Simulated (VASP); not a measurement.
A run of VASP 6.6.1 is set up as follows.

INCAR

```
ALGO = Normal
EDIFF = 1E-6
ENCUT = 500
GGA = PE
GGA_COMPAT = False
ISIF = 2
ISMEAR = 0
LASPH = True
LCHARG = True
LELF = True
LMAXMIX = 6
LREAL = False
LVHAR = True
LWAVE = False
NBANDS = 32
NELM = 200
PREC = Accurate
SIGMA = 0.1
```

File KPOINTS:

```
k-points
0
Gamma
  12 12 6
```

Contents of POSCAR:

```
Nd2Sb2Rh
1.0
    4.4011281624      0.0000000000      0.0000000000
   -2.2005640812      3.8114887940      0.0000000000
    0.0000000000      0.0000000000      8.4198615447
Nd Sb Rh
2 2 1
Direct
    0.3333333333      0.6666666667      0.6691322084
    0.6666666667      0.3333333333      0.3308677916
    0.3333333333      0.6666666667      0.1312217562
    0.6666666667      0.3333333333      0.8687782438
    0.0000000000      0.0000000000      0.0000000000
```

Potentials or basis: VASP PAW PBE potentials, release 64 (Nd_3, Sb, Rh_pv), 4f in core.

Command:

```bash
$ cat potpaw_PBE.64/Nd_3/POTCAR potpaw_PBE.64/Sb/POTCAR potpaw_PBE.64/Rh_pv/POTCAR > POTCAR
$ mpirun -np 1 vasp_std > vasp.out
```

(1) What does it give for the pressure?

(2) Estimate the largest force.

## Answers

(1) 0.1 GPa.

(2) 0.040 eV/Å.
